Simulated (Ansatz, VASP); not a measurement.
## Al3O: VASP beside Ansatz

The input INCAR:

```
SYSTEM = Al3O
PREC = Accurate
ENCUT = 520
EDIFF = 1E-6
ISMEAR = 0
SIGMA = 0.1
LREAL = .FALSE.
LASPH = .TRUE.
NELM = 100
ALGO = Normal
ISIF = 2
LWAVE = .FALSE.
LCHARG = .TRUE.
LDIPOL = .TRUE.
IDIPOL = 3
DIPOL = 0.5 0.5 0.340
LELF = .TRUE.
LVHAR = .TRUE.
LVACPOTAV = .TRUE.
NBANDS = 16
```

Contents of KPOINTS:

```
Automatic mesh
0
G
  9 9 1
  0 0 0
```

Contents of POSCAR:

```
Al3O
1.0
    2.8168432364      0.0000000000      0.0000000000
    0.0000000000      2.8168432364      0.0000000000
    0.0000000000      0.0000000000     21.1042970937
Al O
3 1
Direct
    0.5000000000      0.5000000000      0.1895348602
    0.0000000000      0.0000000000      0.2867549192
    0.5000000000      0.5000000000      0.3840117042
    0.5000000000      0.5000000000      0.4991541318
```

Input for Ansatz:

```yaml
crystal:
  lattice:
    - [2.8168432364, 0.0, 0.0]
    - [0.0, 2.8168432364, 0.0]
    - [0.0, 0.0, 21.1042970937]
  atoms:
    - { symbol: Al, position: [0.5, 0.5, 0.1895348602] }
    - { symbol: Al, position: [0.0, 0.0, 0.2867549192] }
    - { symbol: Al, position: [0.5, 0.5, 0.3840117042] }
    - { symbol: O, position: [0.5, 0.5, 0.4991541318] }
basis:
  ecutwfc: 420
kpoints:
  mp_grid: { grid: [9, 9, 1] }
hamiltonian:
  xc: lda
scf:
  occupations: { method: gaussian, width: 0.1 }
output:
  forces: true
  eigenvalues: true
efield:
  axis: 3
  dipole_correction: true
  ramp_width: 0.04
```

Alike in both runs: task single point; functional LDA; k mesh 9 × 9 × 1; occupations gaussian, width 0.1 eV; no spin polarisation.

|  | VASP | Ansatz |
| --- | --- | --- |
| version | VASP 6.6.1 | Ansatz 0.2.0 |
| potentials or method | VASP PAW LDA potentials, release 64 (Al, O), cutoff 520 eV | scalar-relativistic, plane waves, PAW |
| valence electrons in the cell | 15 | 15 |

VASP gave:

```
gap on the k mesh at the Fermi level (eV)  : none
rms of the force components (eV/Å)         : 1.219
work function, face that differs most (eV) : 4.31
```

Problem. Estimate Ansatz's values.

Solution. gap on the k mesh at the Fermi level (eV): none; rms of the force components (eV/Å): 1.223; work function, face that differs most (eV): 4.30.

LDA's correlation is that of Perdew and Zunger in VASP and of Perdew and Wang (1992) in Ansatz. Atom by atom the forces differ by 0.004 eV/Å (rms over components). A gap of «none» marks a metal or a gap that the smearing closes.
